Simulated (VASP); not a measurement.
BN:

```
B N
1.0
     2.50556    0.00000    0.00000
    -1.25278    2.16987    0.00000
     0.00000    0.00000    6.65288
B N
2 2
Direct
  0.33333 0.66667 0.25000
  0.66667 0.33333 0.75000
  0.33333 0.66667 0.75000
  0.66667 0.33333 0.25000
```

Program: VASP 6.6.1. Alike in all runs: task single point; potentials or basis VASP PAW PBE potentials, release 64 (B, N); no spin polarisation; cell as given; k mesh 6 × 6 × 2; cutoff (eV) 520; smearing gaussian 0.05 eV.

Task: Order these runs on this cell by their band gap on the k mesh, lowest first.
A. level PBE-based global hybrid with 10 % exact exchange; grid for exact exchange (PRECFOCK) Normal; share of exact exchange 0.1
B. level PBE-based global hybrid with 20 % exact exchange; grid for exact exchange (PRECFOCK) Normal; share of exact exchange 0.2
C. level HF; grid for exact exchange (PRECFOCK) Normal; share of exact exchange 1
D. level r2SCANh; grid for exact exchange (PRECFOCK) Normal; share of exact exchange 0.1
E. level PBE

Result: E (4.28 eV), A (5.10 eV), D (5.62 eV), B (5.93 eV), C (13.26 eV).

Caveats: all runs use coarse meshes.

A k mesh can miss the band edges.
